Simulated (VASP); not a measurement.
**S: single point with PBE**

The system is S.

```
CELL_PARAMETERS angstrom
3.81100 0.00000 0.00000
-1.90550 3.30042 0.00000
0.00000 0.00000 6.23400
ATOMIC_POSITIONS crystal
S 0.33333 0.66667 0.38500
S 0.66667 0.33333 0.88500
```

* Program: VASP 6.6.1
* Task: single point
* Functional: PBE
* Potentials or basis: VASP PAW PBE potentials, release 64 (S)
* Cutoff: 520 eV
* k mesh: 9 × 9 × 6
* Occupations: gaussian, width 0.1 eV
* Spin: collinear spin
* Starting moments: [1.0, 1.0] μB

The pressure is -3.5 GPa, the band gap on the k mesh is zero (filled and empty bands overlap) and the net moment is 4.00 μB per cell. The site moments are S +1.23 μB and the valence electrons inside the program's atomic spheres are S 3.46.

Stress tensor (GPa, compression positive):
```
-3.53  0.00  0.00
 0.00 -3.53  0.00
 0.00  0.00 -3.40
```

Levels at points of the mesh, in eV from the Fermi level:
Spin up:
| k point | band 5 | band 6 | band 7 | band 8 | band 9 | band 10 | band 11 | band 12 |
| --- | --- | --- | --- | --- | --- | --- | --- | --- |
| (0.00, 0.00, 0.00) | -0.67 | -0.40 | -0.40 | -0.40 | 6.14 | 7.48 | 10.63 | 10.63 |
| (0.00, 0.00, 0.50) | -0.54 | -0.54 | -0.54 | -0.54 | 7.48 | 7.48 | 10.05 | 10.05 |
Spin down:
```tsv
k point	band 1	band 2	band 3	band 4	band 5	band 6	band 7	band 8
(0.00, 0.00, 0.00)	-10.47	-9.82	-1.28	1.29	1.29	1.60	1.60	1.60
(0.00, 0.00, 0.50)	-10.16	-10.16	-0.04	-0.04	1.45	1.45	1.45	1.45
```

Run time: 2.3 min on 1 thread of Intel Xeon 8259CL, with other jobs on the host, peak memory 0.25 GiB.
